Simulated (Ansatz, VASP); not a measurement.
## LaAl3As2H6O14: VASP beside Ansatz

```
La Al H As O
1.0
     3.51580    2.02985    5.50503
    -3.51580    2.02985    5.50503
     0.00000   -4.05970    5.50503
La Al H As O
1 3 6 2 14
Direct
  0.00000 0.00000 0.00000
  0.00000 0.00000 0.50000
  0.50000 0.00000 0.00000
  0.00000 0.50000 0.00000
  0.31600 0.73400 0.31600
  0.31600 0.31600 0.73400
  0.73400 0.31600 0.31600
  0.68400 0.26600 0.68400
  0.26600 0.68400 0.68400
  0.68400 0.68400 0.26600
  0.31492 0.31492 0.31492
  0.68508 0.68508 0.68508
  0.58543 0.58543 0.58543
  0.41457 0.41457 0.41457
  0.15022 0.53576 0.15022
  0.15022 0.15022 0.53576
  0.53576 0.15022 0.15022
  0.84978 0.46424 0.84978
  0.46424 0.84978 0.84978
  0.84978 0.84978 0.46424
  0.25974 0.89155 0.25974
  0.25974 0.25974 0.89155
  0.89155 0.25974 0.25974
  0.74026 0.10845 0.74026
  0.10845 0.74026 0.74026
  0.74026 0.74026 0.10845
```

Alike in both runs: task electric field gradients; functional PBE; k mesh 4 × 4 × 4; occupations fermi-dirac, width 0.02 eV; no spin polarisation.

|  | VASP | Ansatz |
| --- | --- | --- |
| version | VASP 6.6.1 | Ansatz 0.2.0 |
| potentials or method | VASP PAW PBE potentials, release 64 (La, Al, H, As, O) | plane-wave PAW, scalar-relativistic |
| plane-wave cutoff (eV) | 520 | 420 |
| valence electrons in the cell | 120 | 140 |

```csv
,VASP,Ansatz,Ansatz less VASP
gap on the k mesh at the Fermi level (eV),4.43,4.35,-0.075
pressure (GPa),16.4,14.9,-1.50
"traceless stress, the component that is largest in VASP (GPa)",-5.60,-5.54,+0.062
rms of the force components (eV/Å),2.156,1.999,-0.1574
size of Vzz on the site where it differs most (V/Å²),77.4,80.2,+2.82
```

Atom by atom the forces differ by 0.199 eV/Å (rms over components). With one functional, cell and mesh, what is left measures potentials, basis and numerics. VASP's potentials hold 120 valence electrons a cell and Ansatz's 140, so a difference there can come from the potentials and not from the codes.

Neither program's run includes spin-orbit coupling.
